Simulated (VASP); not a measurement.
# TiO2 (Pbcn) in VASP: single point with r2SCAN

Aim: the single point of TiO2 with r2SCAN.

Everything below comes from runs of VASP 6.6.1. Logs are shortened: lines on timing, memory, paths and dates and some standing lists are left out, and cuts for length are marked.

## 1. The cell of the first run

It takes space group Pbcn (No. 60, orthorhombic). The conventional cell has a = 4.546 Å, b = 5.513 Å, c = 4.894 Å, α = 90.00°, β = 90.00°, γ = 90.00°. Within 2.5 Å of Ti (site symmetry 2) lie 6 O at 1.87 to 2.10 Å. O (site symmetry 1) has 3 Ti at 1.87 to 2.10 Å and 12 O at 2.58 to 2.97 Å within 3.0 Å.

## 2. Single point, r2SCAN

POSCAR

```
TiO2
1.0
    4.5455839068      0.0000000000      0.0000000000
    0.0000000000      5.5133371794      0.0000000000
    0.0000000000      0.0000000000      4.8935949524
Ti O
4 8
Direct
    0.5000000000      0.6758058729      0.7500000000
    0.0000000000      0.8241941271      0.2500000000
    0.5000000000      0.3241941271      0.2500000000
    0.0000000000      0.1758058729      0.7500000000
    0.7288854363      0.6181561080      0.0808267092
    0.2288854363      0.8818438920      0.9191732908
    0.7711145637      0.8818438920      0.5808267092
    0.2711145637      0.6181561080      0.4191732908
    0.7288854363      0.3818438920      0.5808267092
    0.2288854363      0.1181561080      0.4191732908
    0.7711145637      0.1181561080      0.0808267092
    0.2711145637      0.3818438920      0.9191732908
```

INCAR.step1

```
SYSTEM = TiO2
PREC     = Accurate       ! precision mode
ENCUT    = 520            ! plane-wave cutoff, eV
ISMEAR   = 0              ! smearing method
SIGMA    = 0.01           ! smearing width, eV
LREAL    = .FALSE.        ! projectors in reciprocal space
LASPH    = .TRUE.         ! aspherical terms in the spheres
NELM     = 60             ! most SCF steps
NBANDS   = 60             ! bands
GGA      = PE             ! functional
ALGO     = Normal         ! electronic algorithm
EDIFF    = 1E-4           ! SCF threshold, eV
LWAVE    = .TRUE.         ! write WAVECAR
LCHARG   = .FALSE.        ! write CHGCAR
```

INCAR.step2

```
SYSTEM = TiO2
PREC     = Accurate       ! precision mode
ENCUT    = 520            ! plane-wave cutoff, eV
EDIFF    = 1E-6           ! SCF threshold, eV
ISMEAR   = 0              ! smearing method
SIGMA    = 0.01           ! smearing width, eV
LREAL    = .FALSE.        ! projectors in reciprocal space
LASPH    = .TRUE.         ! aspherical terms in the spheres
NELM     = 60             ! most SCF steps
ALGO     = Normal         ! electronic algorithm
ISIF     = 2              ! what is computed and relaxed
LWAVE    = .FALSE.        ! write WAVECAR
LCHARG   = .TRUE.         ! write CHGCAR
METAGGA  = R2SCAN         ! meta-GGA
LMIXTAU  = .TRUE.       
LELF     = .TRUE.         ! ELF
LVHAR    = .TRUE.       
NBANDS   = 60             ! bands
ISTART   = 1
```

KPOINTS

```
Automatic mesh
0
G
  6 6 6
  0 0 0
```

Potentials or basis: VASP PAW PBE potentials, release 64 (Ti_sv, O).

Launch:

```console
$ cat potpaw_PBE.64/Ti_sv/POTCAR potpaw_PBE.64/O/POTCAR > POTCAR
$ cp INCAR.step1 INCAR
$ mpirun -np 1 vasp_std > vasp.out
$ cp INCAR.step2 INCAR
$ mpirun -np 1 vasp_std > vasp.out
```

OUTCAR:

```text
SYSTEM = TiO2
   PREC = Accurate
   ENCUT = 520
   EDIFF = 1E-6
   ISMEAR = 0
   LREAL = .FALSE.
   LASPH = .TRUE.
   NELM = 60
   ISIF = 2
   METAGGA = R2SCAN
   ISTART = 1

 ion  position               nearest neighbor table
   1  0.500  0.676  0.750-   6 1.87   7 1.87   5 1.95   8 1.95   9 2.10  12 2.10
   2  0.000  0.824  0.250-   5 1.87   8 1.87   7 1.95   6 1.95  10 2.10  11 2.10
   3  0.500  0.324  0.250-  10 1.87  11 1.87   9 1.95  12 1.95   5 2.10   8 2.10
   4  0.000  0.176  0.750-   9 1.87  12 1.87  11 1.95  10 1.95   6 2.10   7 2.10
   5  0.729  0.618  0.081-   2 1.87   1 1.95   3 2.10
   6  0.229  0.882  0.919-   1 1.87   2 1.95   4 2.10
   7  0.771  0.882  0.581-   1 1.87   2 1.95   4 2.10
   8  0.271  0.618  0.419-   2 1.87   1 1.95   3 2.10
   9  0.729  0.382  0.581-   4 1.87   3 1.95   1 2.10
  10  0.229  0.118  0.419-   3 1.87   4 1.95   2 2.10
  11  0.771  0.118  0.081-   3 1.87   4 1.95   2 2.10
  12  0.271  0.382  0.919-   4 1.87   3 1.95   1 2.10

  LATTYP: Found a simple orthorhombic cell.
 ALAT       =     4.5455839068
 B/A-ratio  =     1.0765602512
 C/A-ratio  =     1.2128996610

  Lattice vectors:

 A1 = (  -4.5455839068,   0.0000000000,   0.0000000000)
 A2 = (   0.0000000000,   0.0000000000,   4.8935949524)
 A3 = (   0.0000000000,   5.5133371794,   0.0000000000)

Analysis of symmetry for initial positions (statically):
=====================================================================
 Subroutine PRICEL returns:
 Original cell was already a primitive cell.

 Routine SETGRP: Setting up the symmetry group for a
 simple orthorhombic supercell.

 Subroutine GETGRP returns: Found  8 space group operations
 (whereof  2 operations were pure point group operations)
 out of a pool of  8 trial point group operations.

The static configuration has the point symmetry S_2 .
 The point group associated with its full space group is D_2h.

Analysis of symmetry for dynamics (positions and initial velocities):
=====================================================================
 Subroutine PRICEL returns:
 Original cell was already a primitive cell.

 Routine SETGRP: Setting up the symmetry group for a
 simple orthorhombic supercell.

 Subroutine GETGRP returns: Found  8 space group operations
 (whereof  2 operations were pure point group operations)
 out of a pool of  8 trial point group operations.

The dynamic configuration has the point symmetry S_2 .
 The point group associated with its full space group is D_2h.

 Subroutine INISYM returns: Found  8 space group operations
 (whereof  2 operations are pure point group operations),
 and found     1 'primitive' translations

----------------------------------------------------------------------------------------

                                     Primitive cell

  volume of cell :     122.6400

  direct lattice vectors                    reciprocal lattice vectors
     4.545583907  0.000000000  0.000000000     0.219993739  0.000000000  0.000000000
     0.000000000  5.513337179  0.000000000     0.000000000  0.181378350  0.000000000
     0.000000000  0.000000000  4.893594952     0.000000000  0.000000000  0.204348748

  length of vectors
     4.545583907  5.513337179  4.893594952     0.219993739  0.181378350  0.204348748

  position of ions in fractional coordinates (direct lattice)
     0.500000000  0.675805873  0.750000000
     0.000000000  0.824194127  0.250000000
     0.500000000  0.324194127  0.250000000
     0.000000000  0.175805873  0.750000000
     0.728885436  0.618156108  0.080826709
     0.228885436  0.881843892  0.919173291
     0.771114564  0.881843892  0.580826709
     0.271114564  0.618156108  0.419173291
     0.728885436  0.381843892  0.580826709
     0.228885436  0.118156108  0.419173291
     0.771114564  0.118156108  0.080826709
     0.271114564  0.381843892  0.919173291

  ion indices of the primitive-cell ions
   primitive index   ion index
                 1           1
                 2           2
                 3           3
                 4           4
                 5           5
                 6           6
                 7           7
                 8           8
                 9           9
                10          10
                11          11
                12          12

----------------------------------------------------------------------------------------

 KPOINTS: Automatic mesh

Automatic generation of k-mesh.
 Grid dimensions read from file:
 generate k-points for:    6    6    6

 Generating k-lattice:

  Cartesian coordinates                     Fractional coordinates (reciprocal lattice)
     0.036665623  0.000000000  0.000000000     0.166666667  0.000000000  0.000000000
     0.000000000  0.030229725  0.000000000     0.000000000  0.166666667  0.000000000
     0.000000000  0.000000000  0.034058125     0.000000000  0.000000000  0.166666667

  Length of vectors
     0.036665623  0.030229725  0.034058125

  Shift w.r.t. Gamma in fractional coordinates (k-lattice)
     0.000000000  0.000000000  0.000000000

 Subroutine IBZKPT returns following result:
 ===========================================

 Found     64 irreducible k-points:

 Following reciprocal coordinates:
            Coordinates               Weight
  0.000000  0.000000  0.000000      1.000000
  0.166667  0.000000  0.000000      2.000000
  0.333333  0.000000  0.000000      2.000000
  0.500000  0.000000  0.000000      1.000000
  0.000000  0.166667  0.000000      2.000000
  0.166667  0.166667  0.000000      4.000000
[... 16 lines left out ...]
  0.333333  0.166667  0.166667      8.000000
  0.500000  0.166667  0.166667      4.000000
 [... further k-points ...]
   k-points           NKPTS =     64   k-points in BZ     NKDIM =     64   number of bands    NBANDS=     60
   number of dos      NEDOS =    301   number of ions     NIONS =     12
   total plane-waves  NPLWV =  54432
   dimension x,y,z NGX =    36 NGY =   42 NGZ =   36
   dimension x,y,z NGXF=    72 NGYF=   84 NGZF=   72
   ions per type =               4   8
   NGX,Y,Z   is equivalent  to a cutoff of  13.17, 12.66, 12.23 a.u.
   NGXF,Y,Z  is equivalent  to a cutoff of  26.33, 25.33, 24.46 a.u.
 SYSTEM =  TiO2
   PREC   = accura    normal or accurate (medium, high low for compatibility)
   ISTART =      1    job   : 0-new  1-cont  2-samecut
   ICHARG =      0    charge: 1-file 2-atom 10-const
   ISPIN  =      1    spin polarized calculation?
   LNONCOLLINEAR =      F non collinear calculations
   LSORBIT =      F    spin-orbit coupling
   LASPH  =      T    aspherical Exc in radial PAW
   ENCUT  =  520.0 eV  38.22 Ry    6.18 a.u.   8.45 10.25  9.10*2*pi/ulx,y,z
   NELM   =     60;   NELMIN=  2; NELMDL=  0     # of ELM steps
   EDIFF  = 0.1E-05   stopping-criterion for ELM
   LREAL  =      F    real-space projection
   EDIFFG = 0.1E-04   stopping-criterion for IOM
   NSW    =      0    number of steps for IOM
   IBRION =     -1    ionic relax: 0-MD 1-quasi-New 2-CG
   NFREE  =      0    steps in history (QN), initial steepest desc. (CG)
   ISIF   =      2    stress and relaxation
   ISYM   =      2    0-nonsym 1-usesym 2-fastsym
   POTIM  = 0.5000    time-step for ionic-motion
   TEBEG  =    0.0;   TEEND  =   0.0 temperature during run
   PSTRESS=    0.0 pullay stress
   NELECT =      96.0000    total number of electrons
   NUPDOWN=      -1.0000    fix difference up-down
   EMIN   =  10.00;   EMAX   =-10.00  energy-range for DOS
   EFERMI =   0.00;   METHOD = LEGACY
   ISMEAR =     0;   SIGMA  =   0.01  broadening in eV -4-tet -1-fermi 0-gaus
   EFERMI_NEDOS =   21; number of points for ismear=-14 and -15
   IALGO  =     38    algorithm
   IMIX   =      4    mixing-type and parameters
     AMIX     =   0.40;   BMIX     =  1.00
     AMIX_MAG =   1.60;   BMIX_MAG =  1.00
  volume/ion in A,a.u.               =      10.22        68.97
  Fermi-wavevector in a.u.,A,eV,Ry     =   1.508763  2.851150 30.971856  2.276367
  Thomas-Fermi vector in A             =   2.619175
   LORBIT       =      0    0 simple, 1 ext, 2 COOP (PROOUT), +10 PAW based schemes
   METAGGA = R2SCAN    functional components
   LHFCALC =     F    Hartree Fock is set to
   AEXX    =    0.0000 exact exchange contribution
   IVDW    =     0    specifies the selected vdW correction
   LEPSILON=     F    determine dielectric tensor
   LRPA    =     F    only Hartree local field effects (RPA)
 non-spin polarized calculation
 Gauss-broadening in eV      SIGMA  =   0.01
  energy-cutoff  :      520.00
  volume of cell :      122.64
 maximum number of plane-waves:      3336
 NGX is ok and might be reduce to    36
   NGX = 17   NGY = 21   NGZ = 19

 number of electron      96.0000006 magnetization

 Free energy of the ion-electron system (eV)
  ---------------------------------------------------
  ext. energy  EPLUGINS =         0.00000000
  ---------------------------------------------------
  free energy    TOTEN  =      -139.62936192 eV

  energy without entropy =     -139.62936192  energy(sigma->0) =     -139.62936192

 E-fermi :   4.4116     XC(G=0): -12.2910

 val. band max:        4.3332948331   @ k =   0.0000   0.0000   0.0000
 cond. band min:       7.3958782876   @ k =   0.0000   0.0000   0.5000
 fundamental gap:      3.0625834545
 Fermi energy:         4.4115519563

 k-point     1 :       0.0000    0.0000    0.0000
  band No.  band energies     occupation
      1     -54.2548      2.00000
      2     -54.2310      2.00000
      3     -54.2253      2.00000
      4     -54.2187      2.00000
      5     -29.6563      2.00000
      6     -29.5725      2.00000
[... 52 lines left out ...]
     59       9.2360      0.00000
     60       9.5007      0.00000

 k-point     2 :       0.1667    0.0000    0.0000
  band No.  band energies     occupation
      1     -54.2532      2.00000
      2     -54.2326      2.00000
      3     -54.2249      2.00000
      4     -54.2191      2.00000
      5     -29.6443      2.00000
      6     -29.5670      2.00000
[... 1375 lines left out ...]
     59       8.9549      0.00000
     60       9.0957      0.00000

 k-point    24 :       0.5000    0.1667    0.1667
  band No.  band energies     occupation
      1     -54.2414      2.00000
      2     -54.2414      2.00000
      3     -54.2234      2.00000
      4     -54.2234      2.00000
      5     -29.5857      2.00000
      6     -29.5857      2.00000
[... 52 lines left out ...]
     59       8.8028      0.00000
     60       8.8028      0.00000

 [... further k-points ...]
[... 5 lines left out ...]
  --------------------------------------------------------------------------------------
  -------------------------------------------------------------------------------------
  Total        1.1068577      0.8556824      1.1766879      0.0000000      0.0000000      0.0000000
  in kB       14.4600615     11.1786903     15.3723267      0.0000000      0.0000000      0.0000000
  external PRESSURE =      13.6703595 kB  Pullay stress =       0.0000000 kB

 VOLUME and BASIS-vectors are now :
 -----------------------------------------------------------------------------
  energy-cutoff  :      520.00
  volume of cell :      122.64
      direct lattice vectors                 reciprocal lattice vectors
     4.545583907  0.000000000  0.000000000     0.219993739  0.000000000  0.000000000
     0.000000000  5.513337179  0.000000000     0.000000000  0.181378350  0.000000000
     0.000000000  0.000000000  4.893594952     0.000000000  0.000000000  0.204348748

 POSITION                                       TOTAL-FORCE (eV/Angst)
 -----------------------------------------------------------------------------------
      2.27279      3.72595      3.67020         0.000000     -0.108316      0.000000
      0.00000      4.54406      1.22340         0.000000      0.108316      0.000000
      2.27279      1.78739      1.22340         0.000000      0.108316     -0.000000
      0.00000      0.96928      3.67020         0.000000     -0.108316     -0.000000
      3.31321      3.40810      0.39553        -0.028791     -0.065569     -0.001600
      1.04042      4.86190      4.49806        -0.028791      0.065569      0.001600
      3.50517      4.86190      2.84233         0.028791      0.065569     -0.001600
      1.23237      3.40810      2.05126         0.028791     -0.065569      0.001600
      3.31321      2.10523      2.84233        -0.028791      0.065569     -0.001600
      1.04042      0.65143      2.05126        -0.028791     -0.065569      0.001600
      3.50517      0.65143      0.39553         0.028791     -0.065569     -0.001600
      1.23237      2.10523      4.49806         0.028791      0.065569      0.001600
 -----------------------------------------------------------------------------------
    total drift:                                0.000000      0.000000      0.000000

  FREE ENERGIE OF THE ION-ELECTRON SYSTEM (eV)
  ---------------------------------------------------
  free  energy   TOTEN  =      -139.6293619247 eV

  energy  without entropy=     -139.6293619247  energy(sigma->0) =     -139.62936192
```

Wall time 38 min (1 thread of Oxide Virtual Turin-like, shared host); peak memory 0.41 GiB.

What came out:

```
Free energy            : -139.6294 eV
Pressure               : 1.4 GPa
Largest force          : 0.108 eV/Å
Band gap on the k mesh : 3.06 eV (least direct gap 3.09 eV)
```

Forces in eV/Å, atoms in the order of the input:
```
Ti   0.000 -0.108  0.000
Ti   0.000  0.108  0.000
Ti   0.000  0.108  0.000
Ti   0.000 -0.108  0.000
O   -0.029 -0.066 -0.002
O   -0.029  0.066  0.002
O    0.029  0.066 -0.002
O    0.029 -0.066  0.002
O   -0.029  0.066 -0.002
O   -0.029 -0.066  0.002
O    0.029 -0.066 -0.002
O    0.029  0.066  0.002
```

Stress tensor (GPa, compression positive):
```
1.45 0.00 0.00
0.00 1.12 0.00
0.00 0.00 1.54
```

Levels at points of the mesh, in eV from the valence-band top:
```csv
k point,band 45,band 46,band 47,band 48,band 49,band 50,band 51,band 52
"(0.00, 0.00, 0.00)",-0.51,-0.44,-0.03,0.00,3.09,3.12,3.24,3.30
"(0.50, 0.00, 0.00)",-0.49,-0.49,-0.25,-0.25,3.56,3.56,3.69,3.69
"(0.00, 0.50, 0.00)",-1.24,-1.24,-0.13,-0.13,3.22,3.22,3.64,3.64
"(0.50, 0.50, 0.00)",-0.54,-0.54,-0.36,-0.36,3.42,3.42,3.44,3.44
"(0.00, 0.00, 0.50)",-0.41,-0.41,-0.29,-0.29,3.06,3.06,3.50,3.50
"(0.50, 0.00, 0.50)",-0.51,-0.51,-0.51,-0.51,3.41,3.41,3.41,3.41
"(0.00, 0.50, 0.50)",-0.44,-0.44,-0.44,-0.44,3.34,3.34,3.34,3.34
"(0.50, 0.50, 0.50)",-0.82,-0.82,-0.82,-0.82,3.44,3.44,3.44,3.44
```

Caveat: the PAW data sets were made with another functional, which shifts forces and pressure a little. A k mesh can miss the band edges.
